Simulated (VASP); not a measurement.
# SiNi3 (Pm-3m) in VASP: notebook

Runs on SiNi3. Level: PBE. Tasks: single point.

Everything below comes from runs of VASP 6.6.1. Logs are shortened: lines on timing, memory, paths and dates and some standing lists are left out, and cuts for length are marked.

### Step 1. The cell of the first run

Symmetry: Pm-3m, No. 221, cubic system. Conventional cell: a = 3.542 Å, b = 3.542 Å, c = 3.542 Å, α = 90.00°, β = 90.00°, γ = 90.00°. Within 3.3 Å of Ni (site symmetry 4/mmm) lie 8 Ni at 2.50 Å and 4 Si at 2.50 Å. Si (site symmetry m-3m) has 12 Ni at 2.50 Å within 3.3 Å.

### Step 2. Single point, PBE, collinear spin, ferromagnetic start

Contents of INCAR:

```
SYSTEM = SiNi3
PREC = Accurate
ENCUT = 520
EDIFF = 1E-6
ISMEAR = -1
SIGMA = 0.05
LREAL = .FALSE.
LASPH = .TRUE.
NELM = 150
ALGO = Normal
ISIF = 2
LWAVE = .FALSE.
LCHARG = .FALSE.
ISPIN = 2
MAGMOM = 1 1 1 0
LORBIT = 11
LMAXMIX = 4
GGA = PE
NBANDS = 29
```

Contents of KPOINTS:

```
Automatic mesh
0
G
  8 8 8
  0 0 0
```

Contents of POSCAR:

```
SiNi3
1.0
    3.5420000000      0.0000000000      0.0000000000
    0.0000000000      3.5420000000      0.0000000000
    0.0000000000      0.0000000000      3.5420000000
Ni Si
3 1
Direct
    0.5000000000      0.5000000000      0.0000000000
    0.5000000000      0.0000000000      0.5000000000
    0.0000000000      0.5000000000      0.5000000000
    0.0000000000      0.0000000000      0.0000000000
```

Potentials or basis: VASP PAW PBE potentials, release 64 (Ni, Si).

Run with:

```bash
cat potpaw_PBE.64/Ni/POTCAR potpaw_PBE.64/Si/POTCAR > POTCAR
mpirun -np 1 vasp_std > vasp.out
```

OUTCAR:

```text
SYSTEM = SiNi3
   PREC = Accurate
   ENCUT = 520
   EDIFF = 1E-6
   ISMEAR = -1
   LREAL = .FALSE.
   LASPH = .TRUE.
   NELM = 150
   ISIF = 2
   ISPIN = 2
   LORBIT = 11
   GGA = PE

 ion  position               nearest neighbor table
   1  0.500  0.500  0.000-   2 2.50   3 2.50   4 2.50   2 2.50   3 2.50   2 2.50   4 2.50   2 2.50
                             3 2.50   4 2.50   3 2.50   4 2.50
   2  0.500  0.000  0.500-   1 2.50   3 2.50   4 2.50   1 2.50   4 2.50   1 2.50   3 2.50   1 2.50
                             3 2.50   4 2.50   4 2.50   3 2.50
   3  0.000  0.500  0.500-   1 2.50   2 2.50   4 2.50   1 2.50   4 2.50   2 2.50   4 2.50   4 2.50
                             1 2.50   2 2.50   1 2.50   2 2.50
   4  0.000  0.000  0.000-   1 2.50   2 2.50   3 2.50   2 2.50   3 2.50   1 2.50   3 2.50   3 2.50
                             1 2.50   2 2.50   2 2.50   1 2.50

  LATTYP: Found a simple cubic cell.
 ALAT       =     3.5420000000

  Lattice vectors:

 A1 = (   3.5420000000,   0.0000000000,   0.0000000000)
 A2 = (   0.0000000000,   3.5420000000,   0.0000000000)
 A3 = (   0.0000000000,   0.0000000000,   3.5420000000)

Analysis of symmetry for initial positions (statically):
=====================================================================
 Subroutine PRICEL returns:
 Original cell was already a primitive cell.

 Routine SETGRP: Setting up the symmetry group for a
 simple cubic supercell.

 Subroutine GETGRP returns: Found 48 space group operations
 (whereof 48 operations were pure point group operations)
 out of a pool of 48 trial point group operations.

The static configuration has the point symmetry O_h .

Analysis of symmetry for dynamics (positions and initial velocities):
=====================================================================
 Subroutine PRICEL returns:
 Original cell was already a primitive cell.

 Routine SETGRP: Setting up the symmetry group for a
 simple cubic supercell.

 Subroutine GETGRP returns: Found 48 space group operations
 (whereof 48 operations were pure point group operations)
 out of a pool of 48 trial point group operations.

The dynamic configuration has the point symmetry O_h .

Analysis of structural, dynamic, and magnetic symmetry:
=====================================================================
 Subroutine PRICEL returns:
 Original cell was already a primitive cell.

 Routine SETGRP: Setting up the symmetry group for a
 simple cubic supercell.

 Subroutine GETGRP returns: Found 48 space group operations
 (whereof 48 operations were pure point group operations)
 out of a pool of 48 trial point group operations.

The overall configuration has the point symmetry O_h .

 Subroutine INISYM returns: Found 48 space group operations
 (whereof 48 operations are pure point group operations),
 and found     1 'primitive' translations

[... 126 lines left out ...]
   IVDW    =     0    specifies the selected vdW correction
   LEPSILON=     F    determine dielectric tensor
   LRPA    =     F    only Hartree local field effects (RPA)
 spin polarized calculation
  energy-cutoff  :      520.00
  volume of cell :       44.44
 maximum number of plane-waves:      1222
 NGX is ok and might be reduce to    28
   NGX = 13   NGY = 13   NGZ = 13

 number of electron      33.9999988 magnetization      -0.0011370

 number of electron      33.9999988 magnetization       0.0003476

 Free energy of the ion-electron system (eV)
  ---------------------------------------------------
  ext. energy  EPLUGINS =         0.00000000
  ---------------------------------------------------
  free energy    TOTEN  =       -23.66255699 eV

  energy without entropy =      -23.64391168  energy(sigma->0) =      -23.65323434

 E-fermi :  10.2057     XC(G=0): -12.9309

 val. band max:       10.1429264045   @ k =   0.1250   0.1250   0.0000
 cond. band min:      10.2139869366   @ k =   0.5000   0.3750   0.3750
 fundamental gap:      0.0710605321
 Fermi energy:        10.2056706057

 spin component 1

 k-point     1 :       0.0000    0.0000    0.0000
  band No.  band energies     occupation
      1      -1.4822      1.00000
      2       5.5237      1.00000
      3       6.3341      1.00000
      4       6.3341      1.00000
      5       6.8302      1.00000
      6       6.8302      1.00000
[... 757 lines left out ...]
     28      24.8311      0.00000
     29      26.9415      0.00000

 [... further k-points ...]

 spin component 2

 k-point     1 :       0.0000    0.0000    0.0000
  band No.  band energies     occupation
      1      -1.4822      1.00000
      2       5.5237      1.00000
      3       6.3342      1.00000
      4       6.3342      1.00000
      5       6.8304      1.00000
      6       6.8304      1.00000
[... 757 lines left out ...]
     28      24.8311      0.00000
     29      26.9409      0.00000

 [... further k-points ...]
[... 5 lines left out ...]
  --------------------------------------------------------------------------------------
  -------------------------------------------------------------------------------------
  Total       -1.6456116     -1.6456116     -1.6456116     -0.0000000     -0.0000000     -0.0000000
  in kB      -59.3324458    -59.3324458    -59.3324458     -0.0000000     -0.0000000     -0.0000000
  external PRESSURE =     -59.3324458 kB  Pullay stress =       0.0000000 kB

 VOLUME and BASIS-vectors are now :
 -----------------------------------------------------------------------------
  energy-cutoff  :      520.00
  volume of cell :       44.44
      direct lattice vectors                 reciprocal lattice vectors
     3.542000000  0.000000000  0.000000000     0.282326369  0.000000000  0.000000000
     0.000000000  3.542000000  0.000000000     0.000000000  0.282326369  0.000000000
     0.000000000  0.000000000  3.542000000     0.000000000  0.000000000  0.282326369

 POSITION                                       TOTAL-FORCE (eV/Angst)
 -----------------------------------------------------------------------------------
      1.77100      1.77100      0.00000         0.000000      0.000000      0.000000
      1.77100      0.00000      1.77100         0.000000      0.000000      0.000000
      0.00000      1.77100      1.77100         0.000000      0.000000      0.000000
      0.00000      0.00000      0.00000         0.000000      0.000000      0.000000
 -----------------------------------------------------------------------------------
    total drift:                                0.000000      0.000000      0.000000

  FREE ENERGIE OF THE ION-ELECTRON SYSTEM (eV)
  ---------------------------------------------------
  free  energy   TOTEN  =       -23.6625569943 eV

  energy  without entropy=      -23.6439116766  energy(sigma->0) =      -23.65323434

 total charge

# of ion       s       p       d       tot
------------------------------------------
    1        0.471   0.539   8.394   9.404
    2        0.471   0.539   8.394   9.404
    3        0.471   0.539   8.394   9.404
    4        0.730   0.804   0.000   1.534
--------------------------------------------------
tot          2.143   2.421  25.183  29.746

 magnetization (x)

# of ion       s       p       d       tot
------------------------------------------
    1       -0.000  -0.000   0.000   0.000
    2       -0.000  -0.000   0.000   0.000
    3       -0.000  -0.000   0.000   0.000
    4        0.000  -0.000   0.000  -0.000
--------------------------------------------------
tot         -0.000  -0.000   0.000   0.000
```

OSZICAR:

```text
N       E                     dE             d eps       ncg     rms          rms(c)
DAV:   1     0.206962878041E+03    0.20696E+03   -0.14523E+04  4172   0.153E+03
DAV:   2    -0.126426278233E+02   -0.21961E+03   -0.20369E+03  4065   0.300E+02
DAV:   3    -0.268490758153E+02   -0.14206E+02   -0.13275E+02  4629   0.916E+01
DAV:   4    -0.271125975616E+02   -0.26352E+00   -0.26290E+00  4570   0.122E+01
DAV:   5    -0.271197420505E+02   -0.71445E-02   -0.71438E-02  4994   0.177E+00    0.198E+01
DAV:   6    -0.276365664883E+02   -0.51682E+00   -0.26113E+01  4892   0.916E+01    0.191E+01
DAV:   7    -0.237198347912E+02    0.39167E+01   -0.97998E+00  4972   0.516E+01    0.372E+00
DAV:   8    -0.236758351632E+02    0.44000E-01   -0.24974E-01  4894   0.394E+00    0.148E+00
DAV:   9    -0.236648332608E+02    0.11002E-01   -0.15391E-02  5811   0.136E+00    0.623E-01
DAV:  10    -0.236631298688E+02    0.17034E-02   -0.11669E-03  5238   0.321E-01    0.311E-01
DAV:  11    -0.236625029365E+02    0.62693E-03   -0.24963E-04  5627   0.252E-01    0.967E-02
DAV:  12    -0.236625611020E+02   -0.58165E-04   -0.11019E-04  5512   0.122E-01    0.443E-02
DAV:  13    -0.236625625427E+02   -0.14407E-05   -0.13589E-05  5399   0.453E-02    0.217E-02
DAV:  14    -0.236625574446E+02    0.50981E-05   -0.27261E-06  4625   0.209E-02    0.625E-03
DAV:  15    -0.236625569943E+02    0.45030E-06   -0.10195E-06  2728   0.110E-02
   1 F= -.23662557E+02 E0= -.23653234E+02  d E =-.186453E-01  mag=     0.0002
```

Run time: 54 s. Hardware: 1 thread of Intel Xeon 6975P-C (Granite Rapids), shared host; peak memory 0.2 GiB.

What came out:

| Property | Result |
| --- | --- |
| Free energy | -23.6626 eV |
| Pressure | -5.9 GPa |
| Band gap on the k mesh | zero (filled and empty bands overlap) |
| Net moment | 0.00 μB per cell |
| Valence electrons inside the program's atomic spheres | Ni 9.40; Si 1.53 |

Levels at points of the mesh, in eV from the Fermi level:
Spin up:
```
           k point  band 13  band 14  band 15  band 16  band 17  band 18  band 19  band 20  band 21  band 22
(0.00, 0.00, 0.00)    -0.85    -0.60    -0.60    -0.29     0.02     0.02     0.02     4.54     6.18     6.18
(0.50, 0.00, 0.00)    -1.26    -1.24    -1.10    -0.54     0.02     3.48     3.48     4.97     5.20     5.20
(0.50, 0.50, 0.00)    -1.37    -1.36    -1.06    -0.97    -0.91     0.62     0.62     5.40     6.18     7.56
(0.50, 0.50, 0.50)    -1.38    -1.19    -1.19    -0.33    -0.20    -0.20    -0.20     1.07     3.89     3.89
```
Spin down:
| k point | band 15 | band 16 | band 17 | band 18 | band 19 | band 20 |
| --- | --- | --- | --- | --- | --- | --- |
| (0.00, 0.00, 0.00) | -0.60 | -0.29 | 0.02 | 0.02 | 0.02 | 4.54 |
| (0.50, 0.00, 0.00) | -1.10 | -0.54 | 0.02 | 3.48 | 3.48 | 4.97 |
| (0.50, 0.50, 0.00) | -1.06 | -0.97 | -0.91 | 0.62 | 0.62 | 5.40 |
| (0.50, 0.50, 0.50) | -1.19 | -0.33 | -0.20 | -0.20 | -0.20 | 1.07 |

(Part 1 of 2 ends here.)
